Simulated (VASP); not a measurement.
A run of VASP 6.6.1:

Contents of POSCAR:

```
MgO
1.0
    0.0000000000      2.0683823780      2.2752206158
    2.0683823780      0.0000000000      2.2752206158
    2.0683823780      2.0683823780      0.0000000000
Mg O
1 1
Direct
    0.0000000000      0.0000000000      0.0000000000
    0.5000000000      0.5000000000      0.5000000000
```

INCAR.step1

```
PREC     = Accurate       # precision mode
ENCUT    = 520            # plane-wave cutoff, eV
ISMEAR   = 0              # smearing method
SIGMA    = 0.05           # smearing width, eV
LREAL    = F              # projectors in reciprocal space
LASPH    = T              # aspherical terms in the spheres
NELM     = 60             # most SCF steps
NBANDS   = 11             # bands
GGA      = PE             # functional
ALGO     = Normal         # electronic algorithm
EDIFF    = 1E-4           # SCF threshold, eV
LWAVE    = T              # write WAVECAR
LCHARG   = F              # write CHGCAR
```

INCAR.step2

```
PREC     = Accurate       # precision mode
ENCUT    = 520            # plane-wave cutoff, eV
EDIFF    = 1E-6           # SCF threshold, eV
ISMEAR   = 0              # smearing method
SIGMA    = 0.05           # smearing width, eV
LREAL    = F              # projectors in reciprocal space
LASPH    = T              # aspherical terms in the spheres
NELM     = 60             # most SCF steps
ALGO     = Normal         # electronic algorithm
ISIF     = 2              # what is computed and relaxed
LWAVE    = F              # write WAVECAR
LCHARG   = T              # write CHGCAR
METAGGA  = R2SCAN         # meta-GGA
LMIXTAU  = T            
LELF     = T              # ELF
LVHAR    = T            
NBANDS   = 11             # bands
ISTART   = 1
```

KPOINTS

```
regular mesh
0
Gamma
  10 10 10
```

Potentials or basis: VASP PAW PBE potentials, release 64 (Mg, O).

The run is started by

```bash
$ cat potpaw_PBE.64/Mg/POTCAR potpaw_PBE.64/O/POTCAR > POTCAR
$ cp INCAR.step1 INCAR
$ mpirun -np 1 vasp_std > vasp.out
$ cp INCAR.step2 INCAR
$ mpirun -np 1 vasp_std > vasp.out
```

Hardware: 1 thread of Intel Xeon 8259CL, on a shared host.

Estimate the wall time of this run.

Run time: 120 s on 1 thread of Intel Xeon 8259CL, with other jobs on the host, peak memory 0.16 GiB. Counts: k points 102.
